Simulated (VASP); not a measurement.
# Mn (Cmcm) in VASP: single point with PBE

Aim: the single point of Mn with PBE.

Everything below comes from runs of VASP 6.6.1. Logs are shortened: lines on timing, memory, paths and dates and some standing lists are left out, and cuts for length are marked.

**1. The cell of the first run**

Symmetry: Cmcm, No. 63, orthorhombic system. The conventional cell has a = 2.484 Å, b = 4.302 Å, c = 4.026 Å, α = 90.00°, β = 90.00°, γ = 90.00°. Within 3.2 Å of Mn (site symmetry m2m) lie 12 Mn at 2.43 to 2.56 Å.

**2. Single point, PBE**

File INCAR:

```
SYSTEM = Mn
  PREC = Accurate
  ENCUT = 520
  EDIFF = 1E-6
  ISMEAR = 0
  SIGMA = 0.05
  LREAL = .False.
  LASPH = .True.
  NELM = 80
  ALGO = Fast
  ISIF = 2
  LWAVE = .False.
  LCHARG = .False.
  GGA = PE
  NBANDS = 20
```

File KPOINTS:

```
regular mesh
0
Gamma
  15 15 8
  0 0 0
```

File POSCAR:

```
Mn
1.0
    2.4836457705      0.0000000000      0.0000000000
   -1.2418228852      2.1509003313      0.0000000000
    0.0000000000      0.0000000000      4.0261950000
Mn
2
Direct
    0.7015357892      0.4030715684      0.7500000000
    0.3333333300      0.6666666700      0.2500000000
```

Potentials or basis: VASP PAW PBE potentials, release 64 (Mn_pv).

On the command line:

```console
$ cat potpaw_PBE.64/Mn_pv/POTCAR > POTCAR
$ mpirun -np 1 vasp_std > vasp.out
```

OUTCAR:

```text
SYSTEM = Mn
   PREC = Accurate
   ENCUT = 520
   EDIFF = 1E-6
   ISMEAR = 0
   LREAL = .False.
   LASPH = .True.
   NELM = 80
   ISIF = 2
   GGA = PE

 ion  position               nearest neighbor table
   1  0.702  0.403  0.750-   2 2.43   2 2.43   2 2.43   2 2.43   2 2.56   2 2.56
   2  0.333  0.667  0.250-   1 2.43   1 2.43   1 2.43   1 2.43   1 2.56   1 2.56

  LATTYP: Found a hexagonal cell.
 ALAT       =     2.4836457705
 C/A-ratio  =     1.6210826229

  Lattice vectors:

 A1 = (   2.4836457705,   0.0000000000,   0.0000000000)
 A2 = (  -1.2418228852,   2.1509003313,   0.0000000000)
 A3 = (   0.0000000000,   0.0000000000,   4.0261950000)

Analysis of symmetry for initial positions (statically):
=====================================================================
 Subroutine PRICEL returns:
 Original cell was already a primitive cell.

 Routine SETGRP: Setting up the symmetry group for a
 hexagonal supercell.

 Subroutine GETGRP returns: Found  8 space group operations
 (whereof  2 operations were pure point group operations)
 out of a pool of 24 trial point group operations.

The static configuration has the point symmetry C_1h.
 The point group associated with its full space group is D_2h.

Analysis of symmetry for dynamics (positions and initial velocities):
=====================================================================
 Subroutine PRICEL returns:
 Original cell was already a primitive cell.

 Routine SETGRP: Setting up the symmetry group for a
 hexagonal supercell.

 Subroutine GETGRP returns: Found  8 space group operations
 (whereof  2 operations were pure point group operations)
 out of a pool of 24 trial point group operations.

The dynamic configuration has the point symmetry C_1h.
 The point group associated with its full space group is D_2h.

 Subroutine INISYM returns: Found  8 space group operations
 (whereof  2 operations are pure point group operations),
 and found     1 'primitive' translations

----------------------------------------------------------------------------------------

                                     Primitive cell

  volume of cell :      21.5082

  direct lattice vectors                    reciprocal lattice vectors
     2.483645770  0.000000000  0.000000000     0.402633907  0.232460795  0.000000000
    -1.241822885  2.150900331  0.000000000     0.000000000  0.464921589  0.000000000
     0.000000000  0.000000000  4.026195000     0.000000000  0.000000000  0.248373464

  length of vectors
     2.483645770  2.483645771  4.026195000     0.464921589  0.464921589  0.248373464

  position of ions in fractional coordinates (direct lattice)
     0.701535789  0.403071568  0.750000000
     0.333333330  0.666666670  0.250000000

  ion indices of the primitive-cell ions
   primitive index   ion index
                 1           1
                 2           2

----------------------------------------------------------------------------------------

 KPOINTS: regular mesh

Automatic generation of k-mesh.
 Grid dimensions read from file:
 generate k-points for:   15   15    8

 Generating k-lattice:

  Cartesian coordinates                     Fractional coordinates (reciprocal lattice)
     0.026842260  0.015497386  0.000000000     0.066666667  0.000000000  0.000000000
     0.000000000  0.030994773  0.000000000     0.000000000  0.066666667  0.000000000
     0.000000000  0.000000000  0.031046683     0.000000000  0.000000000  0.125000000

  Length of vectors
     0.030994773  0.030994773  0.031046683

  Shift w.r.t. Gamma in fractional coordinates (k-lattice)
     0.000000000  0.000000000  0.000000000

 Subroutine IBZKPT returns following result:
 ===========================================

 Found    320 irreducible k-points:

 Following reciprocal coordinates:
            Coordinates               Weight
  0.000000  0.000000  0.000000      1.000000
  0.066667  0.000000  0.000000      4.000000
  0.000000  0.066667  0.000000      2.000000
  0.133333  0.000000  0.000000      4.000000
  0.000000  0.133333  0.000000      2.000000
  0.200000  0.000000  0.000000      4.000000
[... 16 lines left out ...]
 -0.266667  0.200000  0.000000      4.000000
  0.266667  0.066667  0.000000      4.000000
 [... further k-points ...]
   k-points           NKPTS =    320   k-points in BZ     NKDIM =    320   number of bands    NBANDS=     20
   number of dos      NEDOS =    301   number of ions     NIONS =      2
   total plane-waves  NPLWV =   9720
   dimension x,y,z NGX =    18 NGY =   18 NGZ =   30
   dimension x,y,z NGXF=    36 NGYF=   36 NGZF=   60
   ions per type =               2
   NGX,Y,Z   is equivalent  to a cutoff of  12.05, 12.05, 12.39 a.u.
   NGXF,Y,Z  is equivalent  to a cutoff of  24.10, 24.10, 24.77 a.u.
 SYSTEM =  Mn
   PREC   = accura    normal or accurate (medium, high low for compatibility)
   ISTART =      0    job   : 0-new  1-cont  2-samecut
   ICHARG =      2    charge: 1-file 2-atom 10-const
   ISPIN  =      1    spin polarized calculation?
   LNONCOLLINEAR =      F non collinear calculations
   LSORBIT =      F    spin-orbit coupling
   LASPH  =      T    aspherical Exc in radial PAW
   ENCUT  =  520.0 eV  38.22 Ry    6.18 a.u.   4.62  4.62  7.49*2*pi/ulx,y,z
   NELM   =     80;   NELMIN=  2; NELMDL= -5     # of ELM steps
   EDIFF  = 0.1E-05   stopping-criterion for ELM
   LREAL  =      F    real-space projection
   EDIFFG = 0.1E-04   stopping-criterion for IOM
   NSW    =      0    number of steps for IOM
   IBRION =     -1    ionic relax: 0-MD 1-quasi-New 2-CG
   NFREE  =      0    steps in history (QN), initial steepest desc. (CG)
   ISIF   =      2    stress and relaxation
   ISYM   =      2    0-nonsym 1-usesym 2-fastsym
   POTIM  = 0.5000    time-step for ionic-motion
   TEBEG  =    0.0;   TEEND  =   0.0 temperature during run
   PSTRESS=    0.0 pullay stress
   NELECT =      26.0000    total number of electrons
   NUPDOWN=      -1.0000    fix difference up-down
   EMIN   =  10.00;   EMAX   =-10.00  energy-range for DOS
   EFERMI =   0.00;   METHOD = LEGACY
   ISMEAR =     0;   SIGMA  =   0.05  broadening in eV -4-tet -1-fermi 0-gaus
   EFERMI_NEDOS =   21; number of points for ismear=-14 and -15
   IALGO  =     68    algorithm
   IMIX   =      4    mixing-type and parameters
     AMIX     =   0.40;   BMIX     =  1.00
     AMIX_MAG =   1.60;   BMIX_MAG =  1.00
  volume/ion in A,a.u.               =      10.75        72.57
  Fermi-wavevector in a.u.,A,eV,Ry     =   1.743938  3.295565 41.379665  3.041320
  Thomas-Fermi vector in A             =   2.815914
   LORBIT       =      0    0 simple, 1 ext, 2 COOP (PROOUT), +10 PAW based schemes
   GGA     = PE    functional components
   LHFCALC =     F    Hartree Fock is set to
   AEXX    =    0.0000 exact exchange contribution
   IVDW    =     0    specifies the selected vdW correction
   LEPSILON=     F    determine dielectric tensor
   LRPA    =     F    only Hartree local field effects (RPA)
 non-spin polarized calculation
 RMM-DIIS sequential band-by-band and
 Gauss-broadening in eV      SIGMA  =   0.05
  energy-cutoff  :      520.00
  volume of cell :       21.51
 maximum number of plane-waves:       590
   NGX =  9   NGY =  9   NGZ = 15

 number of electron      26.0000023 magnetization

 Free energy of the ion-electron system (eV)
  ---------------------------------------------------
  ext. energy  EPLUGINS =         0.00000000
  ---------------------------------------------------
  free energy    TOTEN  =       -17.86682428 eV

  energy without entropy =      -17.86297792  energy(sigma->0) =      -17.86490110

 E-fermi :  10.3826     XC(G=0): -14.0129

 val. band max:       10.3769075355   @ k =   0.2667   0.2000   0.5000
 cond. band min:      10.3872237185   @ k =   0.2000   0.0000   0.1250
 fundamental gap:      0.0103161830
 Fermi energy:        10.3825783923

 k-point     1 :       0.0000    0.0000    0.0000
  band No.  band energies     occupation
      1     -37.9197      2.00000
      2     -37.2497      2.00000
      3     -37.2362      2.00000
      4     -37.1800      2.00000
      5     -37.1337      2.00000
      6     -37.1053      2.00000
[... 12 lines left out ...]
     19      19.6210      0.00000
     20      31.0601      0.00000

 k-point     2 :       0.0667    0.0000    0.0000
  band No.  band energies     occupation
      1     -37.9080      2.00000
      2     -37.2719      2.00000
      3     -37.2467      2.00000
      4     -37.1891      2.00000
      5     -37.1385      2.00000
      6     -37.1248      2.00000
[... 12 lines left out ...]
     19      19.6209      0.00000
     20      30.6970      0.00000

 k-point     3 :       0.0000    0.0667    0.0000
  band No.  band energies     occupation
      1     -37.9102      2.00000
      2     -37.2624      2.00000
      3     -37.2567      2.00000
      4     -37.2035      2.00000
      5     -37.1362      2.00000
      6     -37.1098      2.00000
[... 12 lines left out ...]
     19      19.6191      0.00000
     20      30.9159      0.00000

 k-point     4 :       0.1333    0.0000    0.0000
  band No.  band energies     occupation
      1     -37.8739      2.00000
      2     -37.3388      2.00000
      3     -37.2718      2.00000
      4     -37.2343      2.00000
      5     -37.1603      2.00000
      6     -37.1531      2.00000
[... 12 lines left out ...]
     19      19.6286      0.00000
     20      29.2006      0.00000

 k-point     5 :       0.0000    0.1333    0.0000
  band No.  band energies     occupation
      1     -37.8828      2.00000
      2     -37.3366      2.00000
      3     -37.2763      2.00000
      4     -37.2690      2.00000
      5     -37.1438      2.00000
      6     -37.1225      2.00000
[... 12 lines left out ...]
     19      19.6185      0.00000
     20      29.5125      0.00000
[... 353 lines left out ...]
      6     -37.1894      2.00000
[... 12 lines left out ...]
     19      19.7063      0.00000
     20      25.5860      0.00000

 k-point    22 :      -0.0667    0.2667    0.0000
  band No.  band energies     occupation
      1     -37.8079      2.00000
      2     -37.5101      2.00000
      3     -37.4355      2.00000
      4     -37.3192      2.00000
      5     -37.1691      2.00000
      6     -37.1657      2.00000
[... 12 lines left out ...]
     19      19.6691      0.00000
     20      25.6785      0.00000

 k-point    23 :      -0.2667    0.2000    0.0000
  band No.  band energies     occupation
      1     -37.7745      2.00000
      2     -37.4972      2.00000
      3     -37.4010      2.00000
      4     -37.3190      2.00000
      5     -37.2156      2.00000
      6     -37.2040      2.00000
[... 12 lines left out ...]
     19      19.7208      0.00000
     20      25.5599      0.00000

 k-point    24 :       0.2667    0.0667    0.0000
  band No.  band energies     occupation
      1     -37.7170      2.00000
      2     -37.6107      2.00000
      3     -37.5226      2.00000
      4     -37.3548      2.00000
      5     -37.2285      2.00000
      6     -37.2240      2.00000
[... 12 lines left out ...]
     19      19.7053      0.00000
     20      23.2647      0.00000

 [... further k-points ...]
[... 5 lines left out ...]
  --------------------------------------------------------------------------------------
  -------------------------------------------------------------------------------------
  Total        0.4417074     -0.5584224     -0.2761504     -0.0000000      0.0000000      0.0000000
  in kB       32.9033790    -41.5976352    -20.5708120     -0.0000000      0.0000000      0.0000000
  external PRESSURE =      -9.7550227 kB  Pullay stress =       0.0000000 kB

 VOLUME and BASIS-vectors are now :
 -----------------------------------------------------------------------------
  energy-cutoff  :      520.00
  volume of cell :       21.51
      direct lattice vectors                 reciprocal lattice vectors
     2.483645770  0.000000000  0.000000000     0.402633907  0.232460795  0.000000000
    -1.241822885  2.150900331  0.000000000     0.000000000  0.464921589  0.000000000
     0.000000000  0.000000000  4.026195000     0.000000000  0.000000000  0.248373464

 POSITION                                       TOTAL-FORCE (eV/Angst)
 -----------------------------------------------------------------------------------
      1.24182      0.86697      3.01965        -0.000000     -0.288819      0.000000
     -0.00000      1.43393      1.00655         0.000000      0.288819      0.000000
 -----------------------------------------------------------------------------------
    total drift:                               -0.000004      0.000077     -0.000000

  FREE ENERGIE OF THE ION-ELECTRON SYSTEM (eV)
  ---------------------------------------------------
  free  energy   TOTEN  =       -17.8668242827 eV

  energy  without entropy=      -17.8629779202  energy(sigma->0) =      -17.86490110
```

Wall time 2 min (1 thread of AMD EPYC 7R13, shared host); peak memory 0.18 GiB.

Results:

- Free energy: -17.8668 eV
- Pressure: -1.0 GPa
- Largest force: 0.289 eV/Å
- Band gap on the k mesh: zero (band 13 reaches 11.73 eV, above the bottom of band 14 at 9.41 eV)

Forces in eV/Å, atoms in the order of the input:
```
Mn   0.000 -0.289  0.000
Mn   0.000  0.289  0.000
```

Caveat: the run has no spin polarisation, though such a crystal can be magnetic. Spin polarisation is off, so any magnetic state and its effect on volume and gap are missing.
